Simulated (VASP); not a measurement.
Input of a VASP 6.6.1 run:

INCAR

```
SYSTEM = NiO
PREC = Accurate
ENCUT = 520
EDIFF = 1E-8
ISMEAR = -1
SIGMA = 0.03
LREAL = .False.
LASPH = .True.
NELM = 150
ALGO = Normal
ISIF = 2
LWAVE = .False.
LCHARG = .False.
ISPIN = 2
MAGMOM = 1.5 0
LORBIT = 11
LMAXMIX = 4
GGA = PE
LEFG = .True.
NBANDS = 19
```

Contents of KPOINTS:

```
regular mesh
0
Gamma
  15 15 15
  0 0 0
```

Contents of POSCAR:

```
NiO
1.0
    0.0000000000      2.1051601387      2.1051601387
    2.1051601387      0.0000000000      2.1051601387
    2.1051601387      2.1051601387      0.0000000000
Ni O
1 1
Direct
    0.0000000000      0.0000000000      0.0000000000
    0.5000000000      0.5000000000      0.5000000000
```

Potentials or basis: VASP PAW PBE potentials, release 64 (Ni, O).

Run with:

```bash
$ cat potpaw_PBE.64/Ni/POTCAR potpaw_PBE.64/O/POTCAR > POTCAR
$ mpirun -np 1 vasp_std > vasp.out
```

What does it give for the site moments?

Ni +1.45; O +0.27 μB.

Predict the pressure.

0.3 GPa.

Caveat: without QUAD_EFG the Cq values of the log hold for a quadrupole moment of 1 mb, not for the nuclei; a cell with one magnetic atom can't hold antiferromagnetic order, which such compounds often take.
